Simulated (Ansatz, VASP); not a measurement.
## RbBr: VASP beside Ansatz

```
Rb Br
1.0
     0.00000    3.42104    3.42104
     3.42104    0.00000    3.42104
     3.42104    3.42104    0.00000
Rb Br
1 1
Direct
  0.00000 0.00000 0.00000
  0.50000 0.50000 0.50000
```

Change from the starting cell: volume scaled by 0.97.

Alike in both runs: task single point; functional LDA; k mesh 6 × 6 × 6; occupations fermi-dirac, width 0.03 eV; no spin polarisation.

|  | VASP | Ansatz |
| --- | --- | --- |
| version | VASP 6.6.1 | Ansatz 0.2.0 |
| potentials or method | VASP PAW LDA potentials, release 64 (Rb_sv, Br), cutoff 520 eV | all-electron LAPW, scalar-relativistic |

Ansatz gave:

* gap on the k mesh at the Fermi level (eV): 3.96
* pressure (GPa): -1.2

Problem. Which values does VASP return?

Solution. gap on the k mesh at the Fermi level (eV): 3.97; pressure (GPa): -1.1.

LDA's correlation is that of Perdew and Zunger in VASP and of Perdew and Wang (1992) in Ansatz. Ansatz ran all-electron here, and VASP with PAW potentials.
